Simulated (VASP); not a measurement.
Here is a VASP 6.6.1 calculation.

File INCAR:

```
PREC = Accurate
ENCUT = 600
EDIFF = 1E-7
ISMEAR = -1
SIGMA = 0.1
LREAL = False
LASPH = True
NELM = 100
ALGO = Normal
ISIF = 3
LWAVE = False
LCHARG = False
GGA = PE
IBRION = 2
NSW = 80
EDIFFG = -0.01
```

KPOINTS

```
regular mesh
0
Gamma
  6 6 6
```

POSCAR

```
Rb
1.0
   -2.8025000000      2.8025000000      2.8025000000
    2.8025000000     -2.8025000000      2.8025000000
    2.8025000000      2.8025000000     -2.8025000000
Rb
1
Direct
    0.0000000000      0.0000000000      0.0000000000
```

Potentials or basis: VASP PAW PBE potentials, release 64 (Rb_sv).

Command:

```bash
$ cat potpaw_PBE.64/Rb_sv/POTCAR > POTCAR
$ mpirun -np 1 vasp_std > vasp.out
```

Q: Estimate the relaxed volume.

A: 91.54 Å³/atom.

Q: Predict the space group after relaxing (to 0.05 Å).

A: Im-3m (No. 229).

Q: Estimate the relaxed cell.

A: a = 4.917 Å, b = 4.917 Å, c = 4.917 Å, α = 109.47°, β = 109.47°, γ = 109.47°.

Final structure:
```yaml
crystal:
  lattice:
    - [-2.83910, 2.83910, 2.83910]
    - [2.83910, -2.83910, 2.83910]
    - [2.83910, 2.83910, -2.83910]
  atoms:
    - { symbol: Rb, position: [0.00000, 0.00000, 0.00000] }
```

PBE usually gives volumes a little too large and moduli too small. Zero-point motion and thermal expansion aren't in these numbers.
